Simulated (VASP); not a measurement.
**SnSe2: single point with PBEsol**

The system is SnSe2.

```
CELL_PARAMETERS angstrom
1.92176 1.10953 5.62150
-1.92176 1.10953 5.62150
0.00000 -2.21906 5.62150
ATOMIC_POSITIONS crystal
Sn 0.99900 0.99900 0.99900
Se 0.43609 0.43609 0.43609
Se 0.23158 0.23158 0.23158
```

```
Program             : VASP 6.6.1
Task                : single point
Functional          : PBEsol
Potentials or basis : VASP PAW PBE potentials, release 64 (Sn_d, Se)
Cutoff              : 520 eV
k mesh              : 8 × 8 × 8
Occupations         : fermi-dirac, width 0.03 eV
Spin                : no spin polarisation
```

```yaml
Pressure: 0.1 GPa
Largest_force: 0.011 eV/Å
Band_gap_on_the_k_mesh: zero (bands 13 and 14 overlap by 1.31 eV)
```

Forces on the atoms (eV/Å):
```
Sn   0.000  0.000  0.000
Se   0.000  0.000  0.011
Se   0.000  0.000 -0.011
```

Levels at points of the mesh, in eV from the Fermi level:
```csv
k point,band 10,band 11,band 12,band 13,band 14,band 15,band 16,band 17
"(0.00, 0.00, 0.00)",-1.32,-1.19,-1.19,-0.93,-0.80,3.64,3.64,4.26
"(0.50, 0.00, 0.00)",-3.47,-2.42,-2.29,-2.23,0.28,1.46,4.09,5.18
"(0.50, 0.50, 0.00)",-3.50,-3.40,-2.26,-0.55,0.80,2.68,3.36,3.77
"(0.50, 0.50, 0.50)",-1.93,-1.93,-0.32,-0.32,1.52,2.87,3.32,3.32
```

Wall time 110 s on 1 thread of Intel(R) Xeon(R) Platinum 8559C (Emerald Rapids), on a shared host, peak memory 0.36 GiB.

Caveat: the PAW data sets were made with another functional, which shifts forces and pressure a little; spin-orbit coupling is left out, which moves the levels of the heavy elements.
